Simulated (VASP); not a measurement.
Input of a VASP 6.6.1 run:

The input INCAR:

```
SYSTEM = Zn
PREC     = Accurate       ! precision mode
ENCUT    = 520            ! plane-wave cutoff, eV
EDIFF    = 1E-6           ! SCF threshold, eV
ISMEAR   = 1              ! smearing method
SIGMA    = 0.1            ! smearing width, eV
LREAL    = .False.        ! projectors in reciprocal space
LASPH    = .True.         ! aspherical terms in the spheres
NELM     = 80             ! most SCF steps
ALGO     = Normal         ! electronic algorithm
ISIF     = 2              ! what is computed and relaxed
LWAVE    = .False.        ! write WAVECAR
LCHARG   = .True.         ! write CHGCAR
LELF     = .True.         ! ELF
LVHAR    = .True.       
NBANDS   = 12             ! bands
```

KPOINTS

```
regular mesh
0
Gamma
  11 11 11
  0 0 0
```

The input POSCAR:

```
Zn
1.0
   -1.5041337443      1.5041337443      1.5041337443
    1.5041337443     -1.5041337443      1.5041337443
    1.5041337443      1.5041337443     -1.5041337443
Zn
1
Direct
    0.0000000000      0.0000000000      0.0000000000
```

Potentials or basis: VASP PAW LDA potentials, release 64 (Zn).

Run with:

```console
$ cat potpaw_LDA.64/Zn/POTCAR > POTCAR
$ mpirun -np 1 vasp_std > vasp.out
```

Problem. What does it give for the band gap on the k mesh?

Solution. Zero (band 6 reaches 7.12 eV, above the bottom of band 7 at 3.15 eV).

Problem. Estimate the pressure.

Solution. 0.7 GPa.
